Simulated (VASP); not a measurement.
# Nb (I4/mmm) in VASP: further runs

The runs below take Nb through single point, with r2SCAN.

Program: VASP 6.6.1. These are calculated values, not measurements. Logs are shortened: lines on timing, memory, paths and dates and some standing lists are left out, and cuts for length are marked.

### Step 1. The cell of the first run

Symmetry: I4/mmm, No. 139, tetragonal system. The conventional cell has a = 2.991 Å, b = 2.991 Å, c = 4.304 Å, α = 90.00°, β = 90.00°, γ = 90.00°. Nb (site symmetry 4/mmm) has 12 Nb at 2.99 to 3.02 Å within 3.9 Å.

### Step 2. Single point, r2SCAN (strain +0.0175 x Voigt [0, 0, 1, 0, 0, 0])

Contents of POSCAR:

```
Nb
1.0
    0.0000000000      2.1150000000      2.1520125000
    2.1150000000      0.0000000000      2.1520125000
    2.1150000000      2.1150000000      0.0000000000
Nb
1
Direct
    0.0000000000      0.0000000000      0.0000000000
```

Contents of INCAR.step1:

```
SYSTEM = Nb
PREC = Accurate ; ENCUT = 520
ISMEAR = 0 ; SIGMA = 0.15
LREAL = .FALSE. ; LASPH = .TRUE.
NELM = 80 ; NBANDS = 12
GGA = PE ; ALGO = Normal
EDIFF = 1E-4 ; LWAVE = .TRUE.
LCHARG = .FALSE.
```

Contents of INCAR.step2:

```
SYSTEM = Nb
PREC = Accurate ; ENCUT = 520
EDIFF = 1E-6 ; ISMEAR = 0
SIGMA = 0.15 ; LREAL = .FALSE.
LASPH = .TRUE. ; NELM = 80
ALGO = Normal ; ISIF = 2
LWAVE = .FALSE. ; LCHARG = .TRUE.
METAGGA = R2SCAN ; LMIXTAU = .TRUE.
LELF = .TRUE. ; LVHAR = .TRUE.
NBANDS = 12 ; ISTART = 1
```

Contents of KPOINTS:

```
Automatic mesh
0
G
  20 20 20
  0 0 0
```

Potentials or basis: VASP PAW PBE potentials, release 64 (Nb_sv).

On the command line:

```console
cat potpaw_PBE.64/Nb_sv/POTCAR > POTCAR
cp INCAR.step1 INCAR
mpirun -np 1 vasp_std > vasp.out
cp INCAR.step2 INCAR
mpirun -np 1 vasp_std > vasp.out
```

OUTCAR:

```text
SYSTEM = Nb
   PREC = Accurate
   ENCUT = 520
   EDIFF = 1E-6
   ISMEAR = 0
   LREAL = .FALSE.
   LASPH = .TRUE.
   NELM = 80
   ISIF = 2
   METAGGA = R2SCAN
   ISTART = 1

 ion  position               nearest neighbor table
   1  0.000  0.000  0.000-

  LATTYP: Found a body centered tetragonal cell.
 ALAT       =     2.9910616844
 C/A-ratio  =     1.4389622997

  Lattice vectors:

 A1 = (  -2.1150000000,   0.0000000000,   2.1520125000)
 A2 = (   2.1150000000,   0.0000000000,   2.1520125000)
 A3 = (   0.0000000000,   2.1150000000,  -2.1520125000)

Analysis of symmetry for initial positions (statically):
=====================================================================
 Subroutine PRICEL returns:
 Original cell was already a primitive cell.

 Routine SETGRP: Setting up the symmetry group for a
 body centered tetragonal supercell.

 Subroutine GETGRP returns: Found 16 space group operations
 (whereof 16 operations were pure point group operations)
 out of a pool of 16 trial point group operations.

The static configuration has the point symmetry D_4h.

Analysis of symmetry for dynamics (positions and initial velocities):
=====================================================================
 Subroutine PRICEL returns:
 Original cell was already a primitive cell.

 Routine SETGRP: Setting up the symmetry group for a
 body centered tetragonal supercell.

 Subroutine GETGRP returns: Found 16 space group operations
 (whereof 16 operations were pure point group operations)
 out of a pool of 16 trial point group operations.

The dynamic configuration has the point symmetry D_4h.

 Subroutine INISYM returns: Found 16 space group operations
 (whereof 16 operations are pure point group operations),
 and found     1 'primitive' translations

----------------------------------------------------------------------------------------

                                     Primitive cell

  volume of cell :      19.2529

  direct lattice vectors                    reciprocal lattice vectors
     0.000000000  2.115000000  2.152012500    -0.236406619  0.236406619  0.232340658
     2.115000000  0.000000000  2.152012500     0.236406619 -0.236406619  0.232340658
     2.115000000  2.115000000  0.000000000     0.236406619  0.236406619 -0.232340658

  length of vectors
     3.017346980  3.017346980  2.991061684     0.407134328  0.407134328  0.407134328

  position of ions in fractional coordinates (direct lattice)
     0.000000000  0.000000000  0.000000000

  ion indices of the primitive-cell ions
   primitive index   ion index
                 1           1

----------------------------------------------------------------------------------------

 KPOINTS: Automatic mesh

Automatic generation of k-mesh.
 Grid dimensions read from file:
 generate k-points for:   20   20   20

 Generating k-lattice:

  Cartesian coordinates                     Fractional coordinates (reciprocal lattice)
    -0.011820331  0.011820331  0.011617033     0.050000000  0.000000000  0.000000000
     0.011820331 -0.011820331  0.011617033     0.000000000  0.050000000  0.000000000
     0.011820331  0.011820331 -0.011617033    -0.000000000 -0.000000000  0.050000000

  Length of vectors
     0.020356716  0.020356716  0.020356716

  Shift w.r.t. Gamma in fractional coordinates (k-lattice)
     0.000000000  0.000000000  0.000000000

 Subroutine IBZKPT returns following result:
 ===========================================

 Found    641 irreducible k-points:

 Following reciprocal coordinates:
            Coordinates               Weight
  0.000000  0.000000  0.000000      1.000000
  0.050000  0.000000  0.000000      8.000000
  0.100000  0.000000  0.000000      8.000000
  0.150000  0.000000  0.000000      8.000000
  0.200000  0.000000  0.000000      8.000000
  0.250000  0.000000  0.000000      8.000000
[... 16 lines left out ...]
 -0.400000  0.050000  0.000000      8.000000
 -0.350000  0.050000  0.000000      8.000000
 [... further k-points ...]
   k-points           NKPTS =    641   k-points in BZ     NKDIM =    641   number of bands    NBANDS=     12
   number of dos      NEDOS =    301   number of ions     NIONS =      1
   total plane-waves  NPLWV =  13824
   dimension x,y,z NGX =    24 NGY =   24 NGZ =   24
   dimension x,y,z NGXF=    48 NGYF=   48 NGZF=   48
   ions per type =               1
   NGX,Y,Z   is equivalent  to a cutoff of  13.22, 13.22, 13.34 a.u.
   NGXF,Y,Z  is equivalent  to a cutoff of  26.45, 26.45, 26.68 a.u.
 SYSTEM =  Nb
   PREC   = accura    normal or accurate (medium, high low for compatibility)
   ISTART =      1    job   : 0-new  1-cont  2-samecut
   ICHARG =      0    charge: 1-file 2-atom 10-const
   ISPIN  =      1    spin polarized calculation?
   LNONCOLLINEAR =      F non collinear calculations
   LSORBIT =      F    spin-orbit coupling
   LASPH  =      T    aspherical Exc in radial PAW
   ENCUT  =  520.0 eV  38.22 Ry    6.18 a.u.   5.61  5.61  5.56*2*pi/ulx,y,z
   NELM   =     80;   NELMIN=  2; NELMDL=  0     # of ELM steps
   EDIFF  = 0.1E-05   stopping-criterion for ELM
   LREAL  =      F    real-space projection
   EDIFFG = 0.1E-04   stopping-criterion for IOM
   NSW    =      0    number of steps for IOM
   IBRION =     -1    ionic relax: 0-MD 1-quasi-New 2-CG
   NFREE  =      0    steps in history (QN), initial steepest desc. (CG)
   ISIF   =      2    stress and relaxation
   ISYM   =      2    0-nonsym 1-usesym 2-fastsym
   POTIM  = 0.5000    time-step for ionic-motion
   TEBEG  =    0.0;   TEEND  =   0.0 temperature during run
   PSTRESS=    0.0 pullay stress
   NELECT =      13.0000    total number of electrons
   NUPDOWN=      -1.0000    fix difference up-down
   EMIN   =  10.00;   EMAX   =-10.00  energy-range for DOS
   EFERMI =   0.00;   METHOD = LEGACY
   ISMEAR =     0;   SIGMA  =   0.15  broadening in eV -4-tet -1-fermi 0-gaus
   EFERMI_NEDOS =   21; number of points for ismear=-14 and -15
   IALGO  =     38    algorithm
   IMIX   =      4    mixing-type and parameters
     AMIX     =   0.40;   BMIX     =  1.00
     AMIX_MAG =   1.60;   BMIX_MAG =  1.00
  volume/ion in A,a.u.               =      19.25       129.92
  Fermi-wavevector in a.u.,A,eV,Ry     =   1.436230  2.714082 28.065522  2.062758
  Thomas-Fermi vector in A             =   2.555442
   LORBIT       =      0    0 simple, 1 ext, 2 COOP (PROOUT), +10 PAW based schemes
   METAGGA = R2SCAN    functional components
   LHFCALC =     F    Hartree Fock is set to
   AEXX    =    0.0000 exact exchange contribution
   IVDW    =     0    specifies the selected vdW correction
   LEPSILON=     F    determine dielectric tensor
   LRPA    =     F    only Hartree local field effects (RPA)
 non-spin polarized calculation
 Gauss-broadening in eV      SIGMA  =   0.15
  energy-cutoff  :      520.00
  volume of cell :       19.25
 maximum number of plane-waves:       540
   NGX = 11   NGY = 11   NGZ = 11

 number of electron      13.0000000 magnetization

 Free energy of the ion-electron system (eV)
  ---------------------------------------------------
  ext. energy  EPLUGINS =         0.00000000
  ---------------------------------------------------
  free energy    TOTEN  =       -24.51344041 eV

  energy without entropy =      -24.49803982  energy(sigma->0) =      -24.50574012

 E-fermi :  10.6128     XC(G=0): -13.2365

 val. band max:       10.6119562786   @ k =  -0.0500   0.0500   0.0000
 cond. band min:      10.6132689941   @ k =  -0.4500   0.2000   0.0500
 fundamental gap:      0.0013127155
 Fermi energy:        10.6128169920

 k-point     1 :       0.0000    0.0000    0.0000
  band No.  band energies     occupation
      1     -46.0525      2.00000
      2     -20.7359      2.00000
      3     -20.7314      2.00000
      4     -20.7314      2.00000
      5       4.0667      2.00000
      6      10.6135      0.99506
      7      10.8419      0.03080
      8      10.8419      0.03080
      9      13.3463      0.00000
     10      13.6405      0.00000
     11      22.8298      0.00000
     12      27.5803      0.00000

 k-point     2 :       0.0500    0.0000    0.0000
  band No.  band energies     occupation
      1     -46.0479      2.00000
      2     -20.7635      2.00000
      3     -20.7384      2.00000
      4     -20.7348      2.00000
      5       4.1622      2.00000
      6      10.6043      1.06410
      7      10.8161      0.05529
      8      10.8861      0.00999
      9      13.3096      0.00000
     10      13.5975      0.00000
     11      23.0245      0.00000
     12      27.3890      0.00000

 k-point     3 :       0.1000    0.0000    0.0000
  band No.  band energies     occupation
      1     -46.0346      2.00000
      2     -20.8512      2.00000
      3     -20.7504      2.00000
      4     -20.7447      2.00000
      5       4.4399      2.00000
      6      10.4568      1.85870
      7      10.8714      0.01478
      8      11.0066      0.00020
      9      13.2230      0.00000
     10      13.4902      0.00000
     11      23.5634      0.00000
     12      26.5087      0.00000
[... 286 lines left out ...]
 k-point    23 :      -0.4000    0.0500    0.0000
  band No.  band energies     occupation
      1     -45.8722      2.00000
      2     -21.8218      2.00000
      3     -20.9153      2.00000
      4     -20.8559      2.00000
      5       6.7418      2.00000
      6      10.5132      1.65237
      7      10.8996      0.00685
      8      11.1235      0.00000
      9      14.7800      0.00000
     10      15.4427      0.00000
     11      21.5734      0.00000
     12      23.5015      0.00000

 k-point    24 :      -0.3500    0.0500    0.0000
  band No.  band energies     occupation
      1     -45.8909      2.00000
      2     -21.7156      2.00000
      3     -20.9024      2.00000
      4     -20.8385      2.00000
      5       6.7037      2.00000
      6      10.5251      1.59172
      7      10.6727      0.57246
      8      11.0196      0.00013
      9      14.2810      0.00000
     10      15.0282      0.00000
     11      22.0111      0.00000
     12      24.5122      0.00000

 [... further k-points ...]
[... 5 lines left out ...]
  --------------------------------------------------------------------------------------
  -------------------------------------------------------------------------------------
  Total       -0.7657022     -0.7657022     -0.2522017      0.0000000      0.0000000      0.0000000
  in kB      -63.7198827    -63.7198827    -20.9876146      0.0000000      0.0000000      0.0000000
  external PRESSURE =     -49.4757933 kB  Pullay stress =       0.0000000 kB

 VOLUME and BASIS-vectors are now :
 -----------------------------------------------------------------------------
  energy-cutoff  :      520.00
  volume of cell :       19.25
      direct lattice vectors                 reciprocal lattice vectors
     0.000000000  2.115000000  2.152012500    -0.236406619  0.236406619  0.232340658
     2.115000000  0.000000000  2.152012500     0.236406619 -0.236406619  0.232340658
     2.115000000  2.115000000  0.000000000     0.236406619  0.236406619 -0.232340658

 POSITION                                       TOTAL-FORCE (eV/Angst)
 -----------------------------------------------------------------------------------
      0.00000      0.00000      0.00000         0.000000     -0.000000      0.000000
 -----------------------------------------------------------------------------------
    total drift:                               -0.000000      0.000000      0.000000

  FREE ENERGIE OF THE ION-ELECTRON SYSTEM (eV)
  ---------------------------------------------------
  free  energy   TOTEN  =       -24.5134404131 eV

  energy  without entropy=      -24.4980398184  energy(sigma->0) =      -24.50574012
```

It took 4.4 min on 1 thread of Intel Xeon Platinum 8259CL at 2.50GHz (Skylake/Cascade Lake), shared host; peak memory 0.26 GiB.

What came out:

```yaml
Free_energy: -24.5134 eV
Pressure: -4.9 GPa
Band_gap_on_the_k_mesh: zero (an odd number of electrons rules out a gap without spin polarisation)
```

Stress tensor (GPa, compression positive):
```
-6.37  0.00  0.00
 0.00 -6.37  0.00
 0.00  0.00 -2.10
```

Caveat: the cell differs from its parent crystal (strain +0.0175 x Voigt [0, 0, 1, 0, 0, 0]); the cell stands under tension; the PAW data sets were made with another functional, which shifts forces and pressure a little.

### Step 3. Single point, r2SCAN (strain +0.0200 x Voigt [0, 0, 1, 0, 0, 0])

Contents of POSCAR:

```
Nb
1.0
    0.0000000000      2.1150000000      2.1573000000
    2.1150000000      0.0000000000      2.1573000000
    2.1150000000      2.1150000000      0.0000000000
Nb
1
Direct
    0.0000000000      0.0000000000      0.0000000000
```

Contents of INCAR.step1:

```
SYSTEM = Nb
PREC = Accurate
ENCUT = 520
ISMEAR = 0
SIGMA = 0.15
LREAL = .FALSE.
LASPH = .TRUE.
NELM = 80
NBANDS = 12
GGA = PE
ALGO = Normal
EDIFF = 1E-4
LWAVE = .TRUE.
LCHARG = .FALSE.
```

Contents of INCAR.step2:

```
SYSTEM = Nb
PREC = Accurate
ENCUT = 520
EDIFF = 1E-7
ISMEAR = 0
SIGMA = 0.15
LREAL = .FALSE.
LASPH = .TRUE.
NELM = 80
ALGO = Normal
ISIF = 2
LWAVE = .FALSE.
LCHARG = .FALSE.
METAGGA = R2SCAN
LMIXTAU = .TRUE.
NBANDS = 12
ISTART = 1
```

Contents of KPOINTS:

```
regular mesh
0
G
  20 20 20
  0 0 0
```

Potentials or basis: VASP PAW PBE potentials, release 64 (Nb_sv).

On the command line:

```console
cat potpaw_PBE.64/Nb_sv/POTCAR > POTCAR
cp INCAR.step1 INCAR
mpirun -np 1 vasp_std > vasp.out
cp INCAR.step2 INCAR
mpirun -np 1 vasp_std > vasp.out
```

OUTCAR:

```text
SYSTEM = Nb
   PREC = Accurate
   ENCUT = 520
   EDIFF = 1E-7
   ISMEAR = 0
   LREAL = .FALSE.
   LASPH = .TRUE.
   NELM = 80
   ISIF = 2
   METAGGA = R2SCAN
   ISTART = 1

 ion  position               nearest neighbor table
   1  0.000  0.000  0.000-

  LATTYP: Found a body centered tetragonal cell.
 ALAT       =     2.9910616844
 C/A-ratio  =     1.4424978336

  Lattice vectors:

 A1 = (  -2.1150000000,   0.0000000000,   2.1573000000)
 A2 = (   2.1150000000,   0.0000000000,   2.1573000000)
 A3 = (   0.0000000000,   2.1150000000,  -2.1573000000)

[... 530 lines left out ...]
      5       6.6775      2.00000
      6      10.4888      1.59978
      7      10.6258      0.65271
      8      11.0043      0.00006
      9      14.2374      0.00000
     10      14.9850      0.00000
     11      21.9589      0.00000
     12      24.4535      0.00000

 [... further k-points ...]
[... 5 lines left out ...]
  --------------------------------------------------------------------------------------
  -------------------------------------------------------------------------------------
  Total       -0.8424608     -0.8424608     -0.2673195      0.0000000     -0.0000000      0.0000000
  in kB      -69.9357145    -69.9357145    -22.1911583      0.0000000     -0.0000000      0.0000000
  external PRESSURE =     -54.0208624 kB  Pullay stress =       0.0000000 kB

 VOLUME and BASIS-vectors are now :
 -----------------------------------------------------------------------------
  energy-cutoff  :      520.00
  volume of cell :       19.30
      direct lattice vectors                 reciprocal lattice vectors
     0.000000000  2.115000000  2.157300000    -0.236406619  0.236406619  0.231771195
     2.115000000  0.000000000  2.157300000     0.236406619 -0.236406619  0.231771195
     2.115000000  2.115000000  0.000000000     0.236406619  0.236406619 -0.231771195

 POSITION                                       TOTAL-FORCE (eV/Angst)
 -----------------------------------------------------------------------------------
      0.00000      0.00000      0.00000         0.000000     -0.000000      0.000000
 -----------------------------------------------------------------------------------
    total drift:                               -0.000000      0.000000     -0.000000

  FREE ENERGIE OF THE ION-ELECTRON SYSTEM (eV)
  ---------------------------------------------------
  free  energy   TOTEN  =       -24.5128142646 eV

  energy  without entropy=      -24.4973772543  energy(sigma->0) =      -24.50509576
```

OUTCAR.step1:

```text
SYSTEM = Nb
   PREC = Accurate
   ENCUT = 520
   ISMEAR = 0
   LREAL = .FALSE.
   LASPH = .TRUE.
   NELM = 80
[... 577 lines left out ...]
 -----------------------------------------------------------------------------------
      0.00000      0.00000      0.00000         0.000000      0.000000     -0.000000
 -----------------------------------------------------------------------------------
    total drift:                                0.000000      0.000000      0.000000

  FREE ENERGIE OF THE ION-ELECTRON SYSTEM (eV)
  ---------------------------------------------------
  free  energy   TOTEN  =        -9.8975281870 eV

  energy  without entropy=       -9.8803769770  energy(sigma->0) =       -9.88895258
```

It took 7.2 min on 1 thread of Intel Xeon Platinum 8259CL at 2.50GHz (Skylake/Cascade Lake), shared host; peak memory 0.26 GiB.

Results:

| Property | Result |
| --- | --- |
| Free energy | -24.5128 eV |
| Pressure | -5.4 GPa |
| Band gap on the k mesh | zero (an odd number of electrons rules out a gap without spin polarisation) |

Stress tensor (GPa, compression positive):
```
-6.99  0.00  0.00
 0.00 -6.99  0.00
 0.00  0.00 -2.22
```

Levels at points of the mesh, in eV from the Fermi level:
| k point | band 2 | band 3 | band 4 | band 5 | band 6 | band 7 | band 8 | band 9 | band 10 | band 11 |
| --- | --- | --- | --- | --- | --- | --- | --- | --- | --- | --- |
| (0.00, 0.00, 0.00) | -31.35 | -31.35 | -31.35 | -6.54 | -0.02 | 0.24 | 0.24 | 2.71 | 3.04 | 12.22 |
| (0.50, 0.00, 0.00) | -32.51 | -31.52 | -31.48 | -3.95 | -0.11 | 0.17 | 1.15 | 4.68 | 4.80 | 10.63 |
| (0.50, 0.50, 0.00) | -32.43 | -31.73 | -31.73 | -4.08 | -3.37 | 3.22 | 4.82 | 5.23 | 5.23 | 11.82 |
| (0.50, 0.00, 0.50) | -32.43 | -31.80 | -31.75 | -4.08 | -3.39 | 3.59 | 4.78 | 5.13 | 5.34 | 11.39 |

Caveat: the cell differs from its parent crystal (strain +0.0200 x Voigt [0, 0, 1, 0, 0, 0]); the cell stands under tension; the PAW data sets were made with another functional, which shifts forces and pressure a little.
